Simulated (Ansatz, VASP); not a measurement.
## Two plane-wave programs on TaN

```
Ta N
1.0
     2.93800    0.00000    0.00000
    -2.93800    5.08877    0.00000
     0.00000    0.00000    2.88300
Ta N
2 2
Direct
  0.33333 0.33333 0.50000
  0.33333 0.83333 0.50000
  0.00000 0.00000 0.00000
  0.00000 0.50000 0.00000
```

Alike in both runs: task single point; functional PBEsol; k mesh 7 × 7 × 7; occupations gaussian, width 0.05 eV; collinear spin; Hubbard terms Ta d U = 8.0 eV, J = 0.5 eV.

|  | VASP | Ansatz |
| --- | --- | --- |
| version | VASP 6.6.1 | Ansatz 0.2.0 |
| potentials or method | VASP PAW PBE potentials, release 64 (Ta_pv, N), cutoff 520 eV | scalar-relativistic, plane waves, PAW |
| valence electrons in the cell | 32 | 36 |

|  | VASP | Ansatz | Ansatz less VASP |
| --- | --- | --- | --- |
| gap on the k mesh at the Fermi level (eV) | 0.02 | 0.07 | +0.048 |
| least direct gap on the mesh (eV) | 0.02 | 0.07 | +0.048 |
| pressure (GPa) | 21.5 | 3.3 | -18.14 |
| rms of the force components (eV/Å) | 0.004 | 0.007 | +0.0032 |
| net moment per atom (μB) | 0.00 | 0.00 | 0.000 |

VASP's potentials were made for PBE, not for PBEsol. The programs project onto different local orbitals, so the same U acts differently, and such runs can settle in different states. VASP's potentials hold 32 valence electrons a cell and Ansatz's 36, so a difference there can come from the potentials and not from the codes. Ansatz's warnings: anti translation declined, seeded moment not kept.

Spin-orbit coupling is off throughout.
